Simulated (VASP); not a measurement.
# TePb (Fm-3m) in VASP: further runs

TePb is run at these levels: PBE-based screened hybrid with 25 % exact exchange, BHLYP; tasks: relaxation of cell and atoms, single point.

All numbers are computed with VASP 6.6.1; they aren't measurements. Logs are shortened: lines on timing, memory, paths and dates and some standing lists are left out, and cuts for length are marked.

## Step 1: The cell of the first run

Symmetry: Fm-3m, No. 225, cubic system. Conventional cell: a = 6.462 Å, b = 6.462 Å, c = 6.462 Å, α = 90.00°, β = 90.00°, γ = 90.00°. Within 4.3 Å of Pb (site symmetry m-3m) lie 6 Te at 3.23 Å. Within 4.3 Å of Te (site symmetry m-3m) lie 6 Pb at 3.23 Å.

## Step 2: Relaxation of cell and atoms, PBE-based screened hybrid with 25 % exact exchange

POSCAR

```
TePb
1.0
    0.0000000000      3.2310000000      3.2310000000
    3.2310000000      0.0000000000      3.2310000000
    3.2310000000      3.2310000000      0.0000000000
Pb Te
1 1
Direct
    0.0000000000      0.0000000000      0.0000000000
    0.5000000000      0.5000000000      0.5000000000
```

INCAR.step1

```
PREC = Accurate
ENCUT = 600
EDIFF = 1E-5
ISMEAR = -1
SIGMA = 0.05
LREAL = F
LASPH = T
NELM = 60
ALGO = Normal
LWAVE = T
LCHARG = F
GGA = PE
NBANDS = 17
```

INCAR.step2

```
PREC = Accurate
ENCUT = 600
EDIFF = 1E-7
ISMEAR = -1
SIGMA = 0.05
LREAL = F
LASPH = T
NELM = 60
ALGO = Normal
ISIF = 3
LWAVE = F
LCHARG = F
GGA = PE
LHFCALC = T
AEXX = 0.25
HFSCREEN = 0.3
PRECFOCK = Normal
IBRION = 2
NSW = 60
EDIFFG = -0.01
ISTART = 1
```

KPOINTS

```
Automatic mesh
0
Gamma
  4 4 4
```

Potentials or basis: VASP PAW PBE potentials, release 64 (Pb_d, Te).

Launch:

```bash
> cat potpaw_PBE.64/Pb_d/POTCAR potpaw_PBE.64/Te/POTCAR > POTCAR
> cp INCAR.step1 INCAR
> mpirun -np 1 vasp_std > vasp.out
> cp INCAR.step2 INCAR
> mpirun -np 1 vasp_std > vasp.out
```

OUTCAR:

```text
PREC = Accurate
   ENCUT = 600
   EDIFF = 1E-7
   ISMEAR = -1
   LREAL = F
   LASPH = T
   NELM = 60
   ISIF = 3
   GGA = PE
   LHFCALC = T
   AEXX = 0.25
   HFSCREEN = 0.3
   PRECFOCK = Normal
   IBRION = 2
   NSW = 60
   EDIFFG = -0.01
   ISTART = 1

 ion  position               nearest neighbor table
   1  0.000  0.000  0.000-   2 3.23   2 3.23   2 3.23   2 3.23   2 3.23   2 3.23
   2  0.500  0.500  0.500-   1 3.23   1 3.23   1 3.23   1 3.23   1 3.23   1 3.23

  LATTYP: Found a face centered cubic cell.
 ALAT       =     6.4620000000

  Lattice vectors:

 A1 = (   0.0000000000,   3.2310000000,   3.2310000000)
 A2 = (   3.2310000000,   0.0000000000,   3.2310000000)
 A3 = (   3.2310000000,   3.2310000000,   0.0000000000)

Analysis of symmetry for initial positions (statically):
=====================================================================
 Subroutine PRICEL returns:
 Original cell was already a primitive cell.

 Routine SETGRP: Setting up the symmetry group for a
 face centered cubic supercell.

 Subroutine GETGRP returns: Found 48 space group operations
 (whereof 48 operations were pure point group operations)
 out of a pool of 48 trial point group operations.

The static configuration has the point symmetry O_h .

Analysis of symmetry for dynamics (positions and initial velocities):
=====================================================================
 Subroutine PRICEL returns:
 Original cell was already a primitive cell.

 Routine SETGRP: Setting up the symmetry group for a
 face centered cubic supercell.

 Subroutine GETGRP returns: Found 48 space group operations
 (whereof 48 operations were pure point group operations)
 out of a pool of 48 trial point group operations.

The dynamic configuration has the point symmetry O_h .

 Subroutine INISYM returns: Found 48 space group operations
 (whereof 48 operations are pure point group operations),
 and found     1 'primitive' translations

----------------------------------------------------------------------------------------

                                     Primitive cell

  volume of cell :      67.4592

  direct lattice vectors                    reciprocal lattice vectors
     0.000000000  3.231000000  3.231000000    -0.154750851  0.154750851  0.154750851
     3.231000000  0.000000000  3.231000000     0.154750851 -0.154750851  0.154750851
     3.231000000  3.231000000  0.000000000     0.154750851  0.154750851 -0.154750851

  length of vectors
     4.569324020  4.569324020  4.569324020     0.268036337  0.268036337  0.268036337

  position of ions in fractional coordinates (direct lattice)
     0.000000000  0.000000000  0.000000000
     0.500000000  0.500000000  0.500000000

  ion indices of the primitive-cell ions
   primitive index   ion index
                 1           1
                 2           2

----------------------------------------------------------------------------------------

 KPOINTS: Automatic mesh

Automatic generation of k-mesh.
 Grid dimensions read from file:
 generate k-points for:    4    4    4

 Generating k-lattice:

  Cartesian coordinates                     Fractional coordinates (reciprocal lattice)
    -0.038687713  0.038687713  0.038687713     0.250000000  0.000000000  0.000000000
     0.038687713 -0.038687713  0.038687713     0.000000000  0.250000000  0.000000000
     0.038687713  0.038687713 -0.038687713     0.000000000  0.000000000  0.250000000

  Length of vectors
     0.067009084  0.067009084  0.067009084

  Shift w.r.t. Gamma in fractional coordinates (k-lattice)
     0.000000000  0.000000000  0.000000000

 Subroutine IBZKPT returns following result:
 ===========================================

 Found      8 irreducible k-points:

 Following reciprocal coordinates:
            Coordinates               Weight
  0.000000  0.000000  0.000000      1.000000
  0.250000  0.000000  0.000000      8.000000
  0.500000  0.000000  0.000000      4.000000
  0.250000  0.250000  0.000000      6.000000
  0.500000  0.250000  0.000000     24.000000
 -0.250000  0.250000  0.000000     12.000000
  0.500000  0.500000  0.000000      3.000000
 -0.250000  0.500000  0.250000      6.000000
   k-points           NKPTS =      8   k-points in BZ     NKDIM =     64   number of bands    NBANDS=     14
   number of dos      NEDOS =    301   number of ions     NIONS =      2
   total plane-waves  NPLWV =  64000
   dimension x,y,z NGX =    40 NGY =   40 NGZ =   40
   dimension x,y,z NGXF=    80 NGYF=   80 NGZF=   80
   ions per type =               1   1
   NGX,Y,Z   is equivalent  to a cutoff of  14.55, 14.55, 14.55 a.u.
   NGXF,Y,Z  is equivalent  to a cutoff of  29.11, 29.11, 29.11 a.u.
 SYSTEM =  unknown system
   PREC   = accura    normal or accurate (medium, high low for compatibility)
   ISTART =      1    job   : 0-new  1-cont  2-samecut
   ICHARG =      0    charge: 1-file 2-atom 10-const
   ISPIN  =      1    spin polarized calculation?
   LNONCOLLINEAR =      F non collinear calculations
   LSORBIT =      F    spin-orbit coupling
   LASPH  =      T    aspherical Exc in radial PAW
   ENCUT  =  600.0 eV  44.10 Ry    6.64 a.u.   9.13  9.13  9.13*2*pi/ulx,y,z
   NELM   =     60;   NELMIN=  2; NELMDL=  0     # of ELM steps
   EDIFF  = 0.1E-06   stopping-criterion for ELM
   LREAL  =      F    real-space projection
   EDIFFG = -.1E-01   stopping-criterion for IOM
   NSW    =     60    number of steps for IOM
   IBRION =      2    ionic relax: 0-MD 1-quasi-New 2-CG
   NFREE  =      1    steps in history (QN), initial steepest desc. (CG)
   ISIF   =      3    stress and relaxation
   ISYM   =      3    0-nonsym 1-usesym 2-fastsym
   POTIM  = 0.5000    time-step for ionic-motion
   TEBEG  =    0.0;   TEEND  =   0.0 temperature during run
   PSTRESS=    0.0 pullay stress
   NELECT =      20.0000    total number of electrons
   NUPDOWN=      -1.0000    fix difference up-down
   EMIN   =  10.00;   EMAX   =-10.00  energy-range for DOS
   EFERMI =   0.00;   METHOD = LEGACY
   ISMEAR =    -1;   SIGMA  =   0.05  broadening in eV -4-tet -1-fermi 0-gaus
   EFERMI_NEDOS =   21; number of points for ismear=-14 and -15
   IALGO  =     38    algorithm
   IMIX   =      1    mixing-type and parameters
     AMIX     =   0.40;   BMIX     =  1.00
     AMIX_MAG =   1.60;   BMIX_MAG =  1.00
  volume/ion in A,a.u.               =      33.73       227.62
  Fermi-wavevector in a.u.,A,eV,Ry     =   1.091619  2.062861 16.213147  1.191633
  Thomas-Fermi vector in A             =   2.227868
   LORBIT       =      0    0 simple, 1 ext, 2 COOP (PROOUT), +10 PAW based schemes
   GGA     = PE    functional components
   LHFCALC =     T    Hartree Fock is set to
   PRECFOCK=normal    Normal, Fast or Accurate (Low or Medium for compatibility)
   ENCUT4O =  -1.0   cutoff for four orbital integrals eV
   NKREDX  =     1    reduce k-point grid by
   NKREDY  =     1    reduce k-point grid by
   NKREDZ  =     1    reduce k-point grid by
   AEXX    =    0.2500 exact exchange contribution
   HFSCREEN=    0.3000 screening length (either q_TF or 0.3 A-1)
   HFSCREENC=   0.3000 screening length for correlation (either q_TF or 0.3 A-1)
   ENCUTFOCK=  -1.0 apply spherical cutoff to Coloumb kernel
   IVDW    =     0    specifies the selected vdW correction
   LEPSILON=     F    determine dielectric tensor
   LRPA    =     F    only Hartree local field effects (RPA)
 conjugate gradient relaxation of ions
 non-spin polarized calculation
  energy-cutoff  :      600.00
  volume of cell :       67.46
 maximum number of plane-waves:      2272
 NGX is ok and might be reduce to    40
  NGX = 28; NGY = 28; NGZ = 28

--------------------------------------- Ionic step        1  -------------------------------------------

 number of electron      19.9999998 magnetization

 Free energy of the ion-electron system (eV)
  ---------------------------------------------------
  ext. energy  EPLUGINS =         0.00000000
  ---------------------------------------------------
  free energy    TOTEN  =        -8.65581430 eV

  energy without entropy =       -8.65580556  energy(sigma->0) =       -8.65580993

------------------------ aborting loop because EDIFF is reached ----------------------------------------

  FORCE on cell =-STRESS in cart. coord.  units (eV):
  Direction    XX          YY          ZZ          XY          YZ          ZX
  --------------------------------------------------------------------------------------
  -------------------------------------------------------------------------------------
  Total        0.4679853      0.4679853      0.4679853      0.0000000      0.0000000      0.0000000
  in kB       11.1148068     11.1148068     11.1148068      0.0000000      0.0000000      0.0000000
  external PRESSURE =      11.1148068 kB  Pullay stress =       0.0000000 kB

 VOLUME and BASIS-vectors are now :
 -----------------------------------------------------------------------------
  energy-cutoff  :      600.00
  volume of cell :       67.46
      direct lattice vectors                 reciprocal lattice vectors
     0.000000000  3.231000000  3.231000000    -0.154750851  0.154750851  0.154750851
     3.231000000  0.000000000  3.231000000     0.154750851 -0.154750851  0.154750851
     3.231000000  3.231000000  0.000000000     0.154750851  0.154750851 -0.154750851
[... 37 lines left out ...]
 POSITION                                       TOTAL-FORCE (eV/Angst)
 -----------------------------------------------------------------------------------
      3.26747      3.26747      6.53495        -0.000000      0.000000     -0.000000
      3.26747      3.26747      3.26747         0.000000     -0.000000      0.000000
 -----------------------------------------------------------------------------------
    total drift:                                0.000001     -0.000000      0.000000

  FREE ENERGIE OF THE ION-ELECTRON SYSTEM (eV)
  ---------------------------------------------------
  free  energy   TOTEN  =        -8.6608971771 eV

  energy  without entropy=       -8.6608930534  energy(sigma->0) =       -8.66089512

--------------------------------------- Ionic step        3  -------------------------------------------

 number of electron      20.0000000 magnetization

 Free energy of the ion-electron system (eV)
  ---------------------------------------------------
  ext. energy  EPLUGINS =         0.00000000
  ---------------------------------------------------
  free energy    TOTEN  =        -8.66158150 eV

  energy without entropy =       -8.66157653  energy(sigma->0) =       -8.66157901

 E-fermi :   5.6039     XC(G=0):  -7.8108

 val. band max:        5.0913302116   @ k =   0.5000   0.0000   0.0000
 cond. band min:       6.1163776626   @ k =   0.5000   0.0000   0.0000
 fundamental gap:      1.0250474510
 Fermi energy:         5.6038624930

 k-point     1 :       0.0000    0.0000    0.0000
  band No.  band energies     occupation
      1     -13.2970      2.00000
      2     -13.2970      2.00000
      3     -13.2814      2.00000
      4     -13.2814      2.00000
      5     -13.2814      2.00000
      6      -7.8251      2.00000
      7      -0.8437      2.00000
      8       3.6504      2.00000
      9       3.6504      2.00000
     10       3.6504      2.00000
     11       9.6499      0.00000
     12       9.6499      0.00000
     13       9.6499      0.00000
     14      11.3663      0.00000

 k-point     2 :       0.2500    0.0000    0.0000
  band No.  band energies     occupation
      1     -13.3040      2.00000
      2     -13.3040      2.00000
      3     -13.2803      2.00000
      4     -13.2744      2.00000
      5     -13.2744      2.00000
      6      -7.2734      2.00000
      7      -2.3662      2.00000
      8       3.8137      2.00000
      9       3.8137      2.00000
     10       4.4108      2.00000
[... 126 lines left out ...]
 POSITION                                       TOTAL-FORCE (eV/Angst)
 -----------------------------------------------------------------------------------
      0.00000      0.00000      0.00000         0.000000     -0.000000     -0.000000
      3.25799      3.25799      3.25799        -0.000000      0.000000      0.000000
 -----------------------------------------------------------------------------------
    total drift:                               -0.000000     -0.000000     -0.000000

  FREE ENERGIE OF THE ION-ELECTRON SYSTEM (eV)
  ---------------------------------------------------
  free  energy   TOTEN  =        -8.6615814985 eV

  energy  without entropy=       -8.6615765269  energy(sigma->0) =       -8.66157901

 reached required accuracy - stopping structural energy minimisation
```

Wall time 52 min (1 thread of AMD EPYC 7R13 (Zen 3), shared host); peak memory 0.34 GiB.

What came out:

- Free energy: -8.6616 eV
- Relaxed volume: 34.58 Å³/atom
- Relaxed cell: a = 4.607 Å, b = 4.607 Å, c = 4.607 Å, α = 60.00°, β = 60.00°, γ = 60.00°
- Space group after relaxing (to 0.1 Å): Fm-3m (No. 225)
- Energy gained by relaxing: 2.9 meV/atom
- Ionic steps: 3
- Pressure after relaxing: 0.0 GPa
- Band gap on the k mesh: 1.03 eV

The path:
| step | energy change (eV) | largest force (eV/Å) | pressure (GPa) | volume (Å³) |
| --- | --- | --- | --- | --- |
| 1 | 0.0000 | 0.0000 | 1.11 | 67.46 |
| 2 | -0.0051 | 0.0000 | -0.35 | 69.77 |
| 3 | -0.0058 | 0.0000 | 0.00 | 69.16 |

Final structure:
```
CELL_PARAMETERS angstrom
0.00000 3.25799 3.25799
3.25799 0.00000 3.25799
3.25799 3.25799 0.00000
ATOMIC_POSITIONS crystal
Pb 0.00000 0.00000 0.00000
Te 0.50000 0.50000 0.50000
```

Caveat: the k points lie up to 0.42 Å⁻¹ apart in the final cell; the PAW data sets were made with another functional, which shifts forces and pressure a little; spin-orbit coupling is left out, which moves the levels of the heavy elements. A k mesh can miss the band edges.

## Step 3: Single point, BHLYP

This run uses another cell than the first one, of 31.71 Å³/atom.

POSCAR

```
TePb
1.0
    0.0000000000      3.1650427173      3.1650427173
    3.1650427173      0.0000000000      3.1650427173
    3.1650427173      3.1650427173      0.0000000000
Pb Te
1 1
Direct
    0.0000000000      0.0000000000      0.0000000000
    0.5000000000      0.5000000000      0.5000000000
```

INCAR.step1

```
SYSTEM = TePb
PREC = Accurate ; ENCUT = 520
EDIFF = 1E-5 ; ISMEAR = -1
SIGMA = 0.05 ; LREAL = .False.
LASPH = .True. ; NELM = 80
ALGO = Normal ; ISIF = 2
LWAVE = .True. ; LCHARG = .False.
GGA = PE ; NBANDS = 17
```

INCAR.step2

```
SYSTEM = TePb
PREC = Accurate ; ENCUT = 520
EDIFF = 1E-7 ; ISMEAR = -1
SIGMA = 0.05 ; LREAL = .False.
LASPH = .True. ; NELM = 80
ALGO = Normal ; ISIF = 2
LWAVE = .False. ; LCHARG = .False.
GGA = B5 ; LHFCALC = .True.
AEXX = 0.5 ; ALDAX = 0.5
AGGAX = 0.5 ; AGGAC = 1.0
ALDAC = 0.0 ; PRECFOCK = Normal
ISTART = 1 ; NBANDS = 17
```

KPOINTS

```
Automatic mesh
0
Gamma
  4 4 4
  0 0 0
```

Potentials or basis: VASP PAW PBE potentials, release 64 (Pb_d, Te).

Launch:

```bash
> cat potpaw_PBE.64/Pb_d/POTCAR potpaw_PBE.64/Te/POTCAR > POTCAR
> cp INCAR.step1 INCAR
> mpirun -np 1 vasp_std > vasp.out
> cp INCAR.step2 INCAR
> mpirun -np 1 vasp_std > vasp.out
```

Run time: 19 min. Hardware: 1 thread of Intel Xeon Platinum 8259CL at 2.50GHz (Skylake/Cascade Lake), shared host; peak memory 0.22 GiB.

The run converged. Its results:

- Free energy: -11.4895 eV
- Pressure: 6.8 GPa
- Band gap on the k mesh: 2.72 eV

Levels at points of the mesh, in eV from the valence-band top:
```
           k point  band 8  band 9  band 10  band 11  band 12  band 13
(0.00, 0.00, 0.00)   -2.27   -2.27    -2.27     6.87     6.87     6.87
(0.50, 0.00, 0.00)   -1.68   -1.68     0.00     2.72     3.18     3.18
(0.50, 0.50, 0.00)   -6.38   -4.15    -4.15     5.48     8.68     8.68
```

Caveat: the k points lie up to 0.43 Å⁻¹ apart; the PAW data sets were made with another functional, which shifts forces and pressure a little; spin-orbit coupling is left out, which moves the levels of the heavy elements.

(Part 1 of 2 ends here.)
